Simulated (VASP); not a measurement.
# W (Fm-3m) in VASP: a series of runs

Runs on W. Level: PBEsol. Tasks: relaxation of cell and atoms, single point.

Program: VASP 6.6.1. These are calculated values, not measurements. Logs are shortened: lines on timing, memory, paths and dates and some standing lists are left out, and cuts for length are marked.

## (1) The cell of the first run

The structure is cubic, space group Fm-3m (No. 225). The conventional cell has a = 4.060 Å, b = 4.060 Å, c = 4.060 Å, α = 90.00°, β = 90.00°, γ = 90.00°. W (site symmetry m-3m) has 12 W at 2.87 Å within 3.8 Å.

## (2) Relaxation of cell and atoms, PBEsol, target pressure 20 GPa, at which the enthalpy is minimised

File INCAR:

```
SYSTEM = W
PREC = Accurate
ENCUT = 600
EDIFF = 1E-6
ISMEAR = -1
SIGMA = 0.05
LREAL = .FALSE.
LASPH = .TRUE.
NELM = 80
ALGO = Normal
ISIF = 3
LWAVE = .FALSE.
LCHARG = .FALSE.
GGA = PS
IBRION = 2
NSW = 60
EDIFFG = -0.01
PSTRESS = 200.0
```

File KPOINTS:

```
Automatic mesh
0
G
  11 11 11
  0 0 0
```

File POSCAR:

```
W
1.0
    0.0000000000      2.0300000000      2.0300000000
    2.0300000000      0.0000000000      2.0300000000
    2.0300000000      2.0300000000      0.0000000000
W
1
Direct
    0.0000000000      0.0000000000      0.0000000000
```

Potentials or basis: VASP PAW PBE potentials, release 64 (W_sv).

Launch:

```
> cat potpaw_PBE.64/W_sv/POTCAR > POTCAR
> mpirun -np 1 vasp_std > vasp.out
```

OUTCAR:

```text
SYSTEM = W
   PREC = Accurate
   ENCUT = 600
   EDIFF = 1E-6
   ISMEAR = -1
   LREAL = .FALSE.
   LASPH = .TRUE.
   NELM = 80
   ISIF = 3
   GGA = PS
   IBRION = 2
   NSW = 60
   EDIFFG = -0.01
   PSTRESS = 200.0

 ion  position               nearest neighbor table
   1  0.000  0.000  0.000-

  LATTYP: Found a face centered cubic cell.
 ALAT       =     4.0600000000

  Lattice vectors:

 A1 = (   0.0000000000,   2.0300000000,   2.0300000000)
 A2 = (   2.0300000000,   0.0000000000,   2.0300000000)
 A3 = (   2.0300000000,   2.0300000000,   0.0000000000)

Analysis of symmetry for initial positions (statically):
=====================================================================
 Subroutine PRICEL returns:
 Original cell was already a primitive cell.

 Routine SETGRP: Setting up the symmetry group for a
 face centered cubic supercell.

 Subroutine GETGRP returns: Found 48 space group operations
 (whereof 48 operations were pure point group operations)
 out of a pool of 48 trial point group operations.

The static configuration has the point symmetry O_h .

Analysis of symmetry for dynamics (positions and initial velocities):
=====================================================================
 Subroutine PRICEL returns:
 Original cell was already a primitive cell.

 Routine SETGRP: Setting up the symmetry group for a
 face centered cubic supercell.

 Subroutine GETGRP returns: Found 48 space group operations
 (whereof 48 operations were pure point group operations)
 out of a pool of 48 trial point group operations.

The dynamic configuration has the point symmetry O_h .

 Subroutine INISYM returns: Found 48 space group operations
 (whereof 48 operations are pure point group operations),
 and found     1 'primitive' translations

----------------------------------------------------------------------------------------

                                     Primitive cell

  volume of cell :      16.7309

  direct lattice vectors                    reciprocal lattice vectors
     0.000000000  2.030000000  2.030000000    -0.246305419  0.246305419  0.246305419
     2.030000000  0.000000000  2.030000000     0.246305419 -0.246305419  0.246305419
     2.030000000  2.030000000  0.000000000     0.246305419  0.246305419 -0.246305419

  length of vectors
     2.870853532  2.870853532  2.870853532     0.426613499  0.426613499  0.426613499
[... 87 lines left out ...]
   POTIM  = 0.5000    time-step for ionic-motion
   TEBEG  =    0.0;   TEEND  =   0.0 temperature during run
   PSTRESS=  200.0 pullay stress
   NELECT =      14.0000    total number of electrons
   NUPDOWN=      -1.0000    fix difference up-down
   EMIN   =  10.00;   EMAX   =-10.00  energy-range for DOS
   EFERMI =   0.00;   METHOD = LEGACY
   ISMEAR =    -1;   SIGMA  =   0.05  broadening in eV -4-tet -1-fermi 0-gaus
   EFERMI_NEDOS =   21; number of points for ismear=-14 and -15
   IALGO  =     38    algorithm
   IMIX   =      4    mixing-type and parameters
     AMIX     =   0.40;   BMIX     =  1.00
     AMIX_MAG =   1.60;   BMIX_MAG =  1.00
  volume/ion in A,a.u.               =      16.73       112.91
  Fermi-wavevector in a.u.,A,eV,Ry     =   1.542688  2.915258 32.380324  2.379887
  Thomas-Fermi vector in A             =   2.648457
   LORBIT       =      0    0 simple, 1 ext, 2 COOP (PROOUT), +10 PAW based schemes
   GGA     = PS    functional components
   LHFCALC =     F    Hartree Fock is set to
   AEXX    =    0.0000 exact exchange contribution
   IVDW    =     0    specifies the selected vdW correction
   LEPSILON=     F    determine dielectric tensor
   LRPA    =     F    only Hartree local field effects (RPA)
 conjugate gradient relaxation of ions
 non-spin polarized calculation
  energy-cutoff  :      600.00
  volume of cell :       16.73
 maximum number of plane-waves:       568
   NGX = 11   NGY = 11   NGZ = 11

--------------------------------------- Ionic step        1  -------------------------------------------

 number of electron      14.0000002 magnetization

 Free energy of the ion-electron system (eV)
  ---------------------------------------------------
  ext. energy  EPLUGINS =         0.00000000
  ---------------------------------------------------
  free energy    TOTEN  =       -13.29525837 eV

  energy without entropy =      -13.28660370  energy(sigma->0) =      -13.29093103

------------------------ aborting loop because EDIFF is reached ----------------------------------------

  FORCE on cell =-STRESS in cart. coord.  units (eV):
  Direction    XX          YY          ZZ          XY          YZ          ZX
  --------------------------------------------------------------------------------------
  -------------------------------------------------------------------------------------
  Total       -1.2814283     -1.2814283     -1.2814283      0.0000000      0.0000000      0.0000000
  in kB     -122.7119306   -122.7119306   -122.7119306      0.0000000      0.0000000      0.0000000
  external PRESSURE =    -322.7119306 kB  Pullay stress =     200.0000000 kB
[... 135 lines left out ...]
--------------------------------------- Ionic step        5  -------------------------------------------

 number of electron      14.0000000 magnetization

 Free energy of the ion-electron system (eV)
  ---------------------------------------------------
  ext. energy  EPLUGINS =         0.00000000
  ---------------------------------------------------
  free energy    TOTEN  =       -13.27039727 eV

  energy without entropy =      -13.26221419  energy(sigma->0) =      -13.26630573

 E-fermi :  11.3909     XC(G=0): -14.0124

 val. band max:       11.3191793587   @ k =  -0.2727   0.0909   0.0000
 cond. band min:      11.4119447288   @ k =   0.1818   0.0909   0.0000
 fundamental gap:      0.0927653702
 Fermi energy:        11.3909261610

 k-point     1 :       0.0000    0.0000    0.0000
  band No.  band energies     occupation
      1     -62.0526      2.00000
      2     -25.5575      2.00000
      3     -25.5575      2.00000
      4     -25.5575      2.00000
      5       2.0342      2.00000
      6      10.7724      1.99999
      7      10.7724      1.99999
      8      10.7724      1.99999
      9      14.2633      0.00000
     10      14.2633      0.00000
     11      24.3748      0.00000
[... 309 lines left out ...]
 k-point    24 :      -0.1818    0.1818    0.0000
  band No.  band energies     occupation
      1     -61.9512      2.00000
      2     -26.4063      2.00000
      3     -25.9131      2.00000
      4     -25.6569      2.00000
      5       5.4564      2.00000
      6       9.1105      2.00000
      7      10.6580      2.00000
      8      12.4131      0.00000
      9      12.5138      0.00000
     10      16.4759      0.00000
     11      26.4299      0.00000

 [... further k-points ...]
[... 5 lines left out ...]
  --------------------------------------------------------------------------------------
  -------------------------------------------------------------------------------------
  Total        1.8930410      1.8930410      1.8930410      0.0000000     -0.0000000      0.0000000
  in kB      200.2479364    200.2479364    200.2479364      0.0000000     -0.0000000      0.0000000
  external PRESSURE =       0.2479364 kB  Pullay stress =     200.0000000 kB
[... 20 lines left out ...]
  energy  without entropy=      -13.2622141904  energy(sigma->0) =      -13.26630573

  enthalpy is  TOTEN    =       -11.3797001210 eV   P V=        1.8906971442

 reached required accuracy - stopping structural energy minimisation
```

Wall time 17 s (1 thread of Intel Xeon 6975P-C (Granite Rapids), shared host); peak memory 0.15 GiB.

Results:

| Quantity | Value |
| --- | --- |
| Free energy | -13.2704 eV |
| Relaxed volume | 15.15 Å³/atom |
| Relaxed cell | a = 2.777 Å, b = 2.777 Å, c = 2.777 Å, α = 60.00°, β = 60.00°, γ = 60.00° |
| Space group after relaxing (to 0.05 Å) | Fm-3m (No. 225) |
| Energy change on relaxing (the enthalpy is what falls) | +24.9 meV/atom |
| Ionic steps | 5 |
| Pressure after relaxing | 20.0 GPa |
| Band gap on the k mesh | zero (band 7 reaches 14.60 eV, above the bottom of band 8 at 10.77 eV) |

Step by step:
```
step  energy change (eV)  largest force (eV/Å)  pressure (GPa)  volume (Å³)
   1              0.0000                0.0000          -12.27        16.73
   2              4.9278                0.0000          381.32         9.83
   3             -0.0025                0.0000           13.53        15.41
   4              0.0146                0.0000           17.81        15.23
   5              0.0249                0.0000           20.02        15.15
```

Final structure:
```yaml
crystal:
  lattice:
    - [0.00000, 1.96377, 1.96377]
    - [1.96377, 0.00000, 1.96377]
    - [1.96377, 1.96377, 0.00000]
  atoms:
    - { symbol: W, position: [0.00000, 0.00000, 0.00000] }
```

Caveat: the cell is relaxed towards a set pressure, so the enthalpy falls and the energy may rise; the PAW data sets were made with another functional, which shifts forces and pressure a little; spin-orbit coupling is left out, which moves the levels of the heavy elements.

## (3) Relaxation of cell and atoms, PBEsol, target pressure 30 GPa, at which the enthalpy is minimised

File INCAR:

```
PREC     = Accurate       # precision mode
ENCUT    = 600            # plane-wave cutoff, eV
EDIFF    = 1E-6           # SCF threshold, eV
ISMEAR   = -1             # smearing method
SIGMA    = 0.05           # smearing width, eV
LREAL    = False          # projectors in reciprocal space
LASPH    = True           # aspherical terms in the spheres
NELM     = 80             # most SCF steps
ALGO     = Normal         # electronic algorithm
ISIF     = 3              # what is computed and relaxed
LWAVE    = False          # write WAVECAR
LCHARG   = False          # write CHGCAR
GGA      = PS             # functional
IBRION   = 2              # ionic algorithm
NSW      = 60             # ionic steps
EDIFFG   = -0.01          # ionic threshold
PSTRESS  = 300.0
```

File KPOINTS:

```
Automatic mesh
0
Gamma
  11 11 11
```

POSCAR is that of step 2.

Potentials or basis: VASP PAW PBE potentials, release 64 (W_sv).

Launch:

```
> cat potpaw_PBE.64/W_sv/POTCAR > POTCAR
> mpirun -np 1 vasp_std > vasp.out
```

Run time: 17 s. Hardware: 1 thread of Intel Xeon 6975P-C (Granite Rapids), shared host; peak memory 0.16 GiB.

The run converged. Its results:

- Free energy: -13.2128 eV
- Relaxed volume: 14.78 Å³/atom
- Relaxed cell: a = 2.754 Å, b = 2.754 Å, c = 2.754 Å, α = 60.00°, β = 60.00°, γ = 60.00°
- Space group after relaxing (to 0.05 Å): Fm-3m (No. 225)
- Energy change on relaxing (the enthalpy is what falls): +82.5 meV/atom
- Ionic steps: 5
- Pressure after relaxing: 30.0 GPa
- Band gap on the k mesh: zero (band 7 reaches 15.13 eV, above the bottom of band 8 at 11.10 eV)

The path:
```csv
step,energy change (eV),largest force (eV/Å),pressure (GPa),volume (Å³)
1,0.0000,0.0000,-12.27,16.73
2,10.7103,0.0000,781.73,8.16
3,0.0232,0.0000,19.68,15.16
4,0.0526,0.0000,25.22,14.95
5,0.0825,0.0000,30.03,14.78
```

Final structure:
```yaml
crystal:
  lattice:
    - [0.00000, 1.94765, 1.94765]
    - [1.94765, 0.00000, 1.94765]
    - [1.94765, 1.94765, 0.00000]
  atoms:
    - { symbol: W, position: [0.00000, 0.00000, 0.00000] }
```

Levels at points of the mesh, in eV from the Fermi level:
```tsv
k point	band 5	band 6	band 7	band 8	band 9	band 10
(0.00, 0.00, 0.00)	-9.47	-0.65	-0.65	-0.65	2.96	2.96
```

Caveat: the cell is relaxed towards a set pressure, so the enthalpy falls and the energy may rise; the PAW data sets were made with another functional, which shifts forces and pressure a little; spin-orbit coupling is left out, which moves the levels of the heavy elements.

## (4) Single point, PBEsol, non-collinear spin, zero start, spin-orbit coupling

File INCAR:

```
PREC = Accurate
ENCUT = 520
EDIFF = 1E-6
ISMEAR = -1
SIGMA = 0.05
LREAL = F
LASPH = T
NELM = 150
ALGO = Fast
ISIF = 2
LWAVE = F
LCHARG = T
MAGMOM = 0 0 0
LORBIT = 11
LSORBIT = T
GGA_COMPAT = F
LORBMOM = T
LMAXMIX = 4
GGA = PS
LVHAR = T
NBANDS = 25
```

KPOINTS is that of step 3.

POSCAR is that of step 3.

Launch:

```
> cat potpaw_PBE.64/W_sv/POTCAR > POTCAR
> mpirun -np 1 vasp_ncl > vasp.out
```

Run time: 32 s. Hardware: 1 thread of Intel Xeon 6975P-C (Granite Rapids), shared host; peak memory 0.21 GiB.

Results (log left out):

| Property | Result |
| --- | --- |
| Free energy | -14.1651 eV |
| Pressure | -11.2 GPa |
| Net moment | 0.00 μB per cell |
| Valence electrons inside the program's atomic spheres | W 12.01 |

Moments on the atoms (μB; x, y, z):
```
W   0.00 0.00 0.00
```

Caveat: the PAW data sets were made with another functional, which shifts forces and pressure a little.

## (5) Overview

| task | spin | cell | cutoff (eV) | gap on the mesh (eV) | pressure (GPa) |
| --- | --- | --- | --- | --- | --- |
| relaxation of cell and atoms | off | relaxed to 20 GPa | 600 | none | 20.0 |
| relaxation of cell and atoms | off | relaxed to 30 GPa | 600 | none | 30.0 |
| single point | non-collinear, zero start, SOC | as given | 520 | - | -11.2 |

Alike in all rows: level PBEsol; potentials or basis VASP PAW PBE potentials, release 64 (W_sv); k mesh 11 × 11 × 11; smearing fermi-dirac 0.05 eV.

Caveats: the PAW data sets were made with another functional, which shifts forces and pressure a little; the cell is relaxed towards a set pressure, so the enthalpy falls and the energy may rise (some runs); spin-orbit coupling is left out, which moves the levels of the heavy elements (some runs).

Absolute energies hang on the potentials; compare differences alone.
